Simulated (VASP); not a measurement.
## Se: single point with PBE

Se:

```
Se
1.0
     4.86816    0.00000    0.00000
     0.00000    7.90933    0.00000
     0.00000    0.00000    2.74020
Se
4
Direct
  0.67408 0.40105 0.26384
  0.82592 0.90105 0.73616
  0.32592 0.59895 0.26384
  0.17408 0.09895 0.73616
```

```yaml
Program: VASP 6.6.1
Task: single point
Functional: PBE
Potentials_or_basis: VASP PAW PBE potentials, release 64 (Se)
Cutoff: 520 eV
k_mesh: 10 × 6 × 16
Occupations: gaussian, width 0.1 eV
Spin: no spin polarisation
```

| Item | Value |
| --- | --- |
| Pressure | 1.8 GPa |
| Largest force | 0.689 eV/Å |
| Band gap on the k mesh | zero (bands 12 and 13 overlap by 3.11 eV) |

Forces on the atoms (eV/Å):
```
Se   0.502 -0.472  0.003
Se  -0.502 -0.472 -0.003
Se  -0.502  0.472  0.003
Se   0.502  0.472 -0.003
```

Stress tensor (GPa, compression positive):
```
 3.01  0.00  0.00
 0.00  2.90  0.00
 0.00  0.00 -0.63
```

Levels at points of the mesh, in eV from the Fermi level:
| k point | band 8 | band 9 | band 10 | band 11 | band 12 | band 13 | band 14 | band 15 | band 16 | band 17 |
| --- | --- | --- | --- | --- | --- | --- | --- | --- | --- | --- |
| (0.00, 0.00, 0.00) | -3.27 | -2.66 | -1.96 | 1.33 | 1.73 | 2.22 | 2.55 | 4.43 | 4.73 | 4.76 |
| (0.50, 0.00, 0.00) | -3.70 | -1.22 | -1.22 | 1.67 | 1.67 | 2.49 | 2.49 | 4.45 | 4.45 | 6.59 |
| (0.00, 0.50, 0.00) | -3.23 | -2.46 | -2.46 | 0.95 | 0.95 | 2.37 | 2.37 | 4.61 | 4.61 | 6.27 |
| (0.50, 0.50, 0.00) | -4.65 | -0.70 | -0.70 | 1.71 | 1.71 | 2.49 | 2.49 | 4.44 | 4.44 | 6.86 |
| (0.00, 0.00, 0.50) | -4.19 | -3.34 | -3.33 | -1.37 | -1.31 | -0.19 | -0.15 | 2.90 | 2.96 | 5.39 |
| (0.50, 0.00, 0.50) | -4.49 | -3.27 | -3.27 | -2.30 | -2.30 | 1.06 | 1.06 | 3.35 | 3.35 | 5.17 |
| (0.00, 0.50, 0.50) | -4.27 | -3.30 | -3.30 | -1.39 | -1.39 | -0.17 | -0.17 | 3.16 | 3.16 | 5.79 |
| (0.50, 0.50, 0.50) | -4.54 | -3.21 | -3.21 | -2.14 | -2.14 | 0.92 | 0.92 | 2.82 | 2.82 | 5.60 |

It took 5.9 min on 1 thread of Oxide Virtual Turin-like Processor, with other jobs on the host, peak memory 0.4 GiB.
